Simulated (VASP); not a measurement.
Set up this calculation in VASP 6.6.1, as the native input.

```
Task                   : single point
Functional             : PBEsol
Potentials or basis    : VASP PAW PBE potentials, release 64 (C)
Cutoff                 : 520 eV
k mesh                 : 22 × 22 × 22
Occupations            : fermi-dirac, width 0.08 eV
Spin                   : no spin polarisation
Dipole correction      : no
Further INCAR settings : ALGO = Normal; EDIFF = 1e-06; NBANDS = 8
```

The structure of C lies in POSCAR:

```
C
1.0
   -0.9876638210      0.9876638210      0.9876638210
    0.9876638210     -0.9876638210      0.9876638210
    0.9876638210      0.9876638210     -0.9876638210
C
1
Direct
    0.0000000000      0.0000000000      0.0000000000
```

This cell differs from its parent crystal: volume scaled by 0.6.

These files were run (other wordings do the same):

INCAR

```
  ALGO = Normal
  EDIFF = 1E-6
  ENCUT = 520
  GGA = PS
  ISIF = 2
  ISMEAR = -1
  LASPH = True
  LCHARG = True
  LELF = True
  LREAL = False
  LVHAR = True
  LWAVE = False
  NBANDS = 8
  NELM = 80
  PREC = Accurate
  SIGMA = 0.08
```

KPOINTS

```
k-points
0
Gamma
  22 22 22
```

Potentials or basis: VASP PAW PBE potentials, release 64 (C).

Launch:

```sh
$ cat potpaw_PBE.64/C/POTCAR > POTCAR
$ mpirun -np 1 vasp_std > vasp.out
```

Results of the run:

- Pressure: 297.6 GPa
- Band gap on the k mesh: zero (band 2 reaches 33.54 eV, above the bottom of band 3 at 12.86 eV)

Caveat: the PAW data sets were made with another functional, which shifts forces and pressure a little.

Wall time 4.1 s on 1 thread of Intel(R) Xeon(R) Platinum 8375C CPU @ 2.90GHz (Ice Lake), on a shared host, peak memory 0.11 GiB.
